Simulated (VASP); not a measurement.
# TaWC2 (R-3m) in VASP: notebook, part 2 of 2

VASP 6.6.1. The steps go on from the part before.

## (3) Single point, LDA+U

This run uses another cell than the first one, of 10.92 Å³/atom.

INCAR

```
PREC = Accurate
ENCUT = 700
EDIFF = 1E-6
ISMEAR = -1
SIGMA = 0.05
LREAL = False
LASPH = True
NELM = 200
ALGO = Normal
ISIF = 2
LWAVE = False
LCHARG = False
LMAXMIX = 4
LDAU = True
LDAUTYPE = 2
LDAUL = 2 2 -1
LDAUU = 4 4 0
LDAUJ = 0 0 0
LDAUPRINT = 1
GGA = CA
NBANDS = 26
GGA_COMPAT = False
```

KPOINTS

```
Automatic mesh
0
Gamma
  10 10 10
```

POSCAR

```
TaWC2
1.0
    1.5718551461      0.9075109917      5.1016196719
   -1.5718551461      0.9075109917      5.1016196719
    0.0000000000     -1.8150219835      5.1016196719
W Ta C
1 1 2
Direct
    0.0000000000      0.0000000000      0.0000000000
    0.5000000000      0.5000000000      0.5000000000
    0.2509330000      0.2509330000      0.2509330000
    0.7490670000      0.7490670000      0.7490670000
```

Potentials or basis: VASP PAW LDA potentials, release 64 (W_sv, Ta_sv_GW, C).

Command:

```sh
cat potpaw_LDA.64/W_sv/POTCAR potpaw_LDA.64/Ta_sv_GW/POTCAR potpaw_LDA.64/C/POTCAR > POTCAR
mpirun -np 1 vasp_std > vasp.out
```

OUTCAR:

```text
PREC = Accurate
   ENCUT = 700
   EDIFF = 1E-6
   ISMEAR = -1
   LREAL = False
   LASPH = True
   NELM = 200
   ISIF = 2
   GGA = CA

 ion  position               nearest neighbor table
   1  0.000  0.000  0.000-   4 2.21   4 2.21   3 2.21   3 2.21   4 2.21   3 2.21   2 3.13   2 3.13
                             2 3.13   2 3.13   2 3.13   2 3.13
   2  0.500  0.500  0.500-   3 2.23   3 2.23   4 2.23   4 2.23   3 2.23   4 2.23   1 3.13   1 3.13
                             1 3.13   1 3.13   1 3.13   1 3.13
   3  0.251  0.251  0.251-   1 2.21   1 2.21   1 2.21   2 2.23   2 2.23   2 2.23
   4  0.749  0.749  0.749-   1 2.21   1 2.21   1 2.21   2 2.23   2 2.23   2 2.23

  LATTYP: Found a trigonal (rhomboedric) cell.
 ALAT       =     5.4148710120
 COS(alpha) =     0.8314693846

  Lattice vectors:

 A1 = (   1.5718551461,   0.9075109917,   5.1016196719)
 A2 = (  -1.5718551461,   0.9075109917,   5.1016196719)
 A3 = (   0.0000000000,  -1.8150219835,   5.1016196719)

Analysis of symmetry for initial positions (statically):
[... 240 lines left out ...]
  ext. energy  EPLUGINS =         0.00000000
  ---------------------------------------------------
  free energy    TOTEN  =       -42.55537461 eV

  energy without entropy =      -42.54181619  energy(sigma->0) =      -42.54859540

 E-fermi :  12.5840     XC(G=0): -13.7787

 val. band max:       12.5815597049   @ k =   0.4000   0.3000   0.0000
 cond. band min:      12.5854242992   @ k =  -0.3000   0.1000  -0.0000
 fundamental gap:      0.0038645943
 Fermi energy:        12.5839911586

 k-point     1 :       0.0000    0.0000    0.0000
  band No.  band energies     occupation
      1     -62.8818      2.00000
      2     -56.9802      2.00000
      3     -27.3670      2.00000
      4     -27.1969      2.00000
      5     -27.1969      2.00000
      6     -23.7843      2.00000
[... 685 lines left out ...]
     25      19.1827      0.00000
     26      19.8289      0.00000

 [... further k-points ...]
[... 5 lines left out ...]
  --------------------------------------------------------------------------------------
  -------------------------------------------------------------------------------------
  Total       -1.5674072     -1.5674072     -1.5376866      0.0000000      0.0000000      0.0000000
  in kB      -57.5133512    -57.5133512    -56.4228050      0.0000000      0.0000000      0.0000000
  external PRESSURE =     -57.1498358 kB  Pullay stress =       0.0000000 kB

 VOLUME and BASIS-vectors are now :
 -----------------------------------------------------------------------------
  energy-cutoff  :      700.00
  volume of cell :       43.66
      direct lattice vectors                 reciprocal lattice vectors
     1.571855146  0.907510992  5.101619672     0.318095469  0.183652505  0.065338727
    -1.571855146  0.907510992  5.101619672    -0.318095469  0.183652505  0.065338727
     0.000000000 -1.815021984  5.101619672     0.000000000 -0.367305009  0.065338727

 POSITION                                       TOTAL-FORCE (eV/Angst)
 -----------------------------------------------------------------------------------
      0.00000      0.00000      0.00000         0.000000     -0.000000     -0.000000
      0.00000     -0.00000      7.65243         0.000000      0.000000     -0.000000
      0.00000     -0.00000      3.84049         0.000000     -0.000000      0.067660
      0.00000     -0.00000     11.46436         0.000000      0.000000     -0.067660
 -----------------------------------------------------------------------------------
    total drift:                                0.000000      0.000000     -0.000000

  FREE ENERGIE OF THE ION-ELECTRON SYSTEM (eV)
  ---------------------------------------------------
  free  energy   TOTEN  =       -42.5553746143 eV

  energy  without entropy=      -42.5418161853  energy(sigma->0) =      -42.54859540
```

OSZICAR:

```text
N       E                     dE             d eps       ncg     rms          rms(c)
DAV:   1     0.374871398781E+03    0.37487E+03   -0.21979E+04  6032   0.176E+03
DAV:   2    -0.242323605038E+02   -0.39910E+03   -0.38525E+03  6998   0.474E+02
DAV:   3    -0.512395498817E+02   -0.27007E+02   -0.26678E+02  8162   0.114E+02
DAV:   4    -0.518677624518E+02   -0.62821E+00   -0.62730E+00  7500   0.150E+01
DAV:   5    -0.518778900006E+02   -0.10128E-01   -0.10126E-01  8100   0.180E+00    0.638E+01
DAV:   6    -0.427673281321E+02    0.91106E+01   -0.32102E+01  6972   0.323E+01    0.641E+01
DAV:   7    -0.426973300316E+02    0.69998E-01   -0.22064E+00  7424   0.765E+00    0.367E+01
DAV:   8    -0.427197352086E+02   -0.22405E-01   -0.14078E+00  7346   0.611E+00    0.456E+00
DAV:   9    -0.425578450935E+02    0.16189E+00   -0.70400E-01  7372   0.412E+00    0.806E-01
DAV:  10    -0.425554503642E+02    0.23947E-02   -0.31522E-02  6690   0.929E-01    0.272E+00
DAV:  11    -0.425557170673E+02   -0.26670E-03   -0.18350E-03  7248   0.299E-01    0.197E+00
DAV:  12    -0.425554815279E+02    0.23554E-03   -0.59600E-04  7046   0.181E-01    0.419E-01
DAV:  13    -0.425553751755E+02    0.10635E-03   -0.41712E-04  7090   0.109E-01    0.701E-02
DAV:  14    -0.425553743916E+02    0.78389E-06   -0.29560E-05  7184   0.272E-02    0.249E-02
DAV:  15    -0.425553746143E+02   -0.22273E-06   -0.29533E-06  5226   0.102E-02
   1 F= -.42555375E+02 E0= -.42548595E+02  d E =-.135584E-01
```

It took 10 min on 1 thread of Intel Xeon Platinum 8259CL at 2.50GHz (Skylake/Cascade Lake), shared host; peak memory 0.44 GiB.

What came out:

- Free energy: -42.5554 eV
- Pressure: -5.7 GPa
- Largest force: 0.068 eV/Å
- Band gap on the k mesh: zero (an odd number of electrons rules out a gap without spin polarisation)

Forces on the atoms (eV/Å):
```
W    0.000  0.000  0.000
Ta   0.000  0.000  0.000
C    0.000  0.000  0.068
C    0.000  0.000 -0.068
```

Eigenvalues of the final occupation matrices:
| site | spin | trace | eigenvalues |
| --- | --- | --- | --- |
| site 1 d | 1 | 1.67 | 0.32 0.32 0.34 0.35 0.35 |
| site 1 d | 2 | 1.67 | 0.32 0.32 0.34 0.35 0.35 |
| site 2 d | 1 | 1.12 | 0.19 0.19 0.20 0.26 0.26 |
| site 2 d | 2 | 1.12 | 0.19 0.19 0.20 0.26 0.26 |

Caveat: the cell stands under tension; spin-orbit coupling is left out, which moves the levels of the heavy elements; an odd number of electrons without spin polarisation forces a metal; a magnetic or distorted state may lie lower; U without spin polarisation on a metal has little footing; the U is typed as a test and isn't derived for this compound.

## (4) Single point, LDA

This run uses another cell than the first one, of 10.26 Å³/atom.

INCAR

```
ALGO = Normal ; EDIFF = 1E-6
ENCUT = 700 ; GGA_COMPAT = F
ISIF = 2 ; ISMEAR = -1
LASPH = T ; LCHARG = F
LREAL = F ; LWAVE = F
NBANDS = 26 ; NELM = 120
PREC = Accurate ; SIGMA = 0.05
```

KPOINTS

```
k-points
0
Gamma
  10 10 10
```

POSCAR

```
TaWC2
1.0
    1.5397674660      0.8889851610      4.9974757625
   -1.5397674660      0.8889851610      4.9974757625
    0.0000000000     -1.7779703220      4.9974757625
W Ta C
1 1 2
Direct
    0.0000000000      0.0000000000      0.0000000000
    0.5000000000      0.5000000000      0.5000000000
    0.2509330000      0.2509330000      0.2509330000
    0.7490670000      0.7490670000      0.7490670000
```

Command:

```sh
cat potpaw_LDA.64/W_sv/POTCAR potpaw_LDA.64/Ta_sv_GW/POTCAR potpaw_LDA.64/C/POTCAR > POTCAR
mpirun -np 1 vasp_std > vasp.out
```

Run time: 9.7 min. Hardware: 1 thread of Intel Xeon Platinum 8375C at 2.90GHz (Ice Lake), shared host; peak memory 0.43 GiB.

It converged, with:

```yaml
Free_energy: -50.6631 eV
Pressure: 7.1 GPa
Largest_force: 0.072 eV/Å
Band_gap_on_the_k_mesh: zero (an odd number of electrons rules out a gap without spin polarisation)
```

Forces in eV/Å, atoms in the order of the input:
```
W    0.000  0.000  0.000
Ta   0.000  0.000  0.000
C    0.000  0.000  0.072
C    0.000  0.000 -0.072
```

Levels at points of the mesh, in eV from the Fermi level:
| k point | band 16 | band 17 | band 18 | band 19 | band 20 | band 21 |
| --- | --- | --- | --- | --- | --- | --- |
| (0.00, 0.00, 0.00) | -2.22 | -0.85 | -0.85 | -0.79 | -0.23 | -0.23 |
| (0.50, 0.00, 0.00) | -4.67 | -1.32 | -0.79 | 1.61 | 2.37 | 3.37 |
| (0.50, 0.50, 0.00) | -2.17 | -2.10 | 1.34 | 1.80 | 1.98 | 2.80 |
| (0.50, 0.50, 0.50) | -4.61 | -1.03 | -1.03 | 0.18 | 0.18 | 0.32 |

Caveat: the cell stands under pressure; spin-orbit coupling is left out, which moves the levels of the heavy elements; an odd number of electrons without spin polarisation forces a metal; a magnetic or distorted state may lie lower.

## (5) The runs side by side

```tsv
level	U	cell	gap on the mesh (eV)	pressure (GPa)	largest force (eV/Å)
LDA	-	a = 5.451 Å, angles 33.8°, 4 atoms	none	-21.3	0.06
LDA+U	Ta d U = 4.0 eV, W d U = 4.0 eV	a = 5.415 Å, angles 33.8°, 4 atoms	none	-5.7	0.07
LDA	-	a = 5.304 Å, angles 33.8°, 4 atoms	none	7.1	0.07
```

Alike in all rows: task single point; potentials or basis VASP PAW LDA potentials, release 64 (W_sv, Ta_sv_GW, C); no spin polarisation; k mesh 10 × 10 × 10; cutoff (eV) 700; smearing fermi-dirac 0.05 eV.

Caveats: spin-orbit coupling is left out, which moves the levels of the heavy elements; an odd number of electrons without spin polarisation forces a metal; a magnetic or distorted state may lie lower; the cell stands under tension (at least some runs); U without spin polarisation on a metal has little footing (at least some runs); the U is typed as a test and isn't derived for this compound (at least some runs); the cell stands under pressure (at least some runs).

Total energies depend on the potentials used, so only differences within one code and one set of settings carry meaning.
